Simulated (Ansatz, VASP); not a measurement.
MgB2: VASP beside Ansatz

The input POSCAR:

```
MgB2
1.0
    3.0705553600      0.0000000000      0.0000000000
   -1.5352776800      2.6591789400      0.0000000000
    0.0000000000      0.0000000000      3.5086786200
Mg B
1 2
Direct
    0.0000000000      0.0000000000      0.0000000000
    0.3333333300      0.6666666700      0.5000000000
    0.6666666700      0.3333333300      0.5000000000
```

Contents of INCAR.step1:

```
SYSTEM = MgB2
PREC     = Accurate       ! precision mode
ENCUT    = 750            ! plane-wave cutoff, eV
ISMEAR   = -1             ! smearing method
SIGMA    = 0.1            ! smearing width, eV
LREAL    = .FALSE.        ! projectors in reciprocal space
LASPH    = .TRUE.         ! aspherical terms in the spheres
NELM     = 120            ! most SCF steps
NBANDS   = 15             ! bands
GGA      = PE             ! functional
ALGO     = Normal         ! electronic algorithm
EDIFF    = 1E-5           ! SCF threshold, eV
LWAVE    = .TRUE.         ! write WAVECAR
LCHARG   = .FALSE.        ! write CHGCAR
GGA_COMPAT= .FALSE.
```

File INCAR.step2:

```
SYSTEM = MgB2
PREC     = Accurate       ! precision mode
ENCUT    = 750            ! plane-wave cutoff, eV
EDIFF    = 1E-6           ! SCF threshold, eV
ISMEAR   = -1             ! smearing method
SIGMA    = 0.1            ! smearing width, eV
LREAL    = .FALSE.        ! projectors in reciprocal space
LASPH    = .TRUE.         ! aspherical terms in the spheres
NELM     = 120            ! most SCF steps
ALGO     = Normal         ! electronic algorithm
ISIF     = 2              ! what is computed and relaxed
LWAVE    = .FALSE.        ! write WAVECAR
LCHARG   = .FALSE.        ! write CHGCAR
METAGGA  = R2SCAN         ! meta-GGA
LMIXTAU  = .TRUE.       
NBANDS   = 15             ! bands
ISTART   = 1            
GGA_COMPAT= .FALSE.
```

File KPOINTS:

```
regular mesh
0
G
  13 13 10
  0 0 0
```

Input for Ansatz:

```yaml
crystal:
  lattice:
    - [3.07055536, 0.0, 0.0]
    - [-1.53527768, 2.65917894, 0.0]
    - [0.0, 0.0, 3.50867862]
  atoms:
    - { symbol: Mg, position: [0.0, 0.0, 0.0] }
    - { symbol: B, position: [0.33333333, 0.66666667, 0.5] }
    - { symbol: B, position: [0.66666667, 0.33333333, 0.5] }
  symmetry: { tolerance: 0.0003 }
hamiltonian:
  xc: r2scan
  pseudopotentials: { kind: paw, azcp: { folder: soft_1 } }
basis:
  ecutwfc: 500
magnetization:
  spin_polarized: false
scf:
  occupations: { method: fermi_dirac, width: 0.1 }
kpoints:
  mp_grid: { grid: [13, 13, 10], shift: [0, 0, 0] }
  band_path:
    path:
      - [0.0, 0.0, 0.0]
      - [0.5, 0.0, 0.0]
      - [0.33333333, 0.33333333, 0.0]
      - [0.0, 0.0, 0.0]
      - [0.0, 0.0, 0.5]
      - [0.5, 0.0, 0.5]
      - [0.33333333, 0.33333333, 0.5]
      - [0.0, 0.0, 0.5]
      - [0.5, 0.0, 0.5]
      - [0.5, 0.0, 0.0]
      - [0.33333333, 0.33333333, 0.5]
    npoints: 11
output:
  forces: true
  stress: true
  eigenvalues: true
  bader: true
  populations: true
  elf: true
  write_potential: true
  write_density: true
  volumetric_format: npy
  dos:
    e_range: [-12, 8]
    de: 0.05
    projected: { site_lists: { B: [B], Mg: [Mg] } }
```

Alike in both runs: task single point; functional r2SCAN; k mesh 13 × 13 × 10; occupations fermi-dirac, width 0.1 eV; no spin polarisation.

|  | VASP | Ansatz |
| --- | --- | --- |
| version | VASP 6.6.1 | Ansatz 0.2.0 |
| potentials or method | VASP PAW PBE potentials, release 64 (Mg_sv, B), cutoff 750 eV | PAW plane waves |
| valence electrons in the cell | 16 | 16 |

Ansatz gave:

```
pressure (GPa)                                                : 0.0
traceless stress, the component that is largest in VASP (GPa) : 0.72
```

Question: Estimate VASP's values.

Answer: Pressure (GPa): -0.3; traceless stress, the component that is largest in VASP (GPa): 0.74.

VASP's potentials were made for PBE, not for r2SCAN.
